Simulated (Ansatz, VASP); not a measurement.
## Two plane-wave programs on Ga2P

```
CELL_PARAMETERS angstrom
0.00000 3.24132 3.24132
3.24132 0.00000 3.24132
3.24132 3.24132 0.00000
ATOMIC_POSITIONS crystal
Ga 0.50000 0.50000 0.50000
Ga 0.25000 0.25000 0.25000
P 0.00000 0.00000 0.00000
```

Alike in both runs: task single point; functional PBE; k mesh 4 × 4 × 4; occupations gaussian, width 0.1 eV; no spin polarisation.

|  | VASP | Ansatz |
| --- | --- | --- |
| version | VASP 6.6.1 | Ansatz 0.2.0 |
| potentials or method | VASP PAW PBE potentials, release 64 (Ga_d, P), cutoff 520 eV | scalar-relativistic, plane waves, PAW |
| valence electrons in the cell | 31 | 31 |

```csv
,VASP,Ansatz,Ansatz less VASP
gap on the k mesh at the Fermi level (eV),none,none,-
pressure (GPa),-3.3,-3.3,-0.04
```

A gap of «none» marks a metal or a gap that the smearing closes.

The k mesh is coarse, so the values compare programs but aren't converged.
